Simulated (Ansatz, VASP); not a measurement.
SnO: VASP beside Ansatz

POSCAR

```
SnO
1.0
    0.0000000000      2.7217558045      2.7217558045
    2.7217558045      0.0000000000      2.7217558045
    2.7217558045      2.7217558045      0.0000000000
Sn O
1 1
Direct
    0.0000000000      0.0000000000      0.0000000000
    0.2500000000      0.2500000000      0.2500000000
```

INCAR.step1

```
PREC = Accurate
ENCUT = 520
ISMEAR = -1
SIGMA = 0.02
LREAL = F
LASPH = T
NELM = 80
NBANDS = 17
GGA = PE
ALGO = Normal
EDIFF = 1E-4
LWAVE = T
LCHARG = F
```

File INCAR.step2:

```
PREC = Accurate
ENCUT = 520
EDIFF = 1E-7
ISMEAR = -1
SIGMA = 0.02
LREAL = F
LASPH = T
NELM = 80
ALGO = Normal
ISIF = 2
LWAVE = F
LCHARG = F
METAGGA = R2SCAN
LMIXTAU = T
NBANDS = 17
ISTART = 1
```

KPOINTS

```
Automatic mesh
0
Gamma
  8 8 8
```

Input for Ansatz:

```yaml
crystal:
  lattice:
    - [0.0, 2.7217558045, 2.7217558045]
    - [2.7217558045, 0.0, 2.7217558045]
    - [2.7217558045, 2.7217558045, 0.0]
  atoms:
    - { symbol: Sn, position: [0.0, 0.0, 0.0] }
    - { symbol: O, position: [0.25, 0.25, 0.25] }
kpoints:
  mp_grid: { grid: [8, 8, 8] }
  band_path:
    path:
      - [0.0, 0.0, 0.0]
      - [-0.5, -0.5, 0.0]
      - [-0.375, -0.375, 0.25]
      - [-0.375, 0.0, 0.375]
      - [0.0, 0.0, 0.5]
      - [-0.5, -0.25, 0.25]
      - [-0.5, -0.4, 0.1]
      - [0.25, -0.5, -0.25]
      - [0.0, 0.5, 0.5]
    npoints: 1
hamiltonian:
  xc: r2scan
scf:
  occupations: { method: fermi_dirac, width: 0.02 }
  n_extra_bands: 4
output:
  forces: true
  stress: true
  eigenvalues: true
  write_density: true
  write_potential: true
  elf: true
  volumetric_format: npy
```

Change from the starting cell: hydrostatic strain +0.5%.

Alike in both runs: task single point; functional r2SCAN; k mesh 8 × 8 × 8; occupations fermi-dirac, width 0.02 eV; no spin polarisation.

|  | VASP | Ansatz |
| --- | --- | --- |
| version | VASP 6.6.1 | Ansatz 0.2.0 |
| potentials or method | VASP PAW PBE potentials, release 64 (Sn_d, O) | plane waves, PAW |
| plane-wave cutoff (eV) | 520 | 500 |
| valence electrons in the cell | 20 | 20 |

|  | VASP | Ansatz | Ansatz less VASP |
| --- | --- | --- | --- |
| pressure (GPa) | -0.7 | -1.0 | -0.30 |

VASP's potentials were made for PBE, not for r2SCAN.
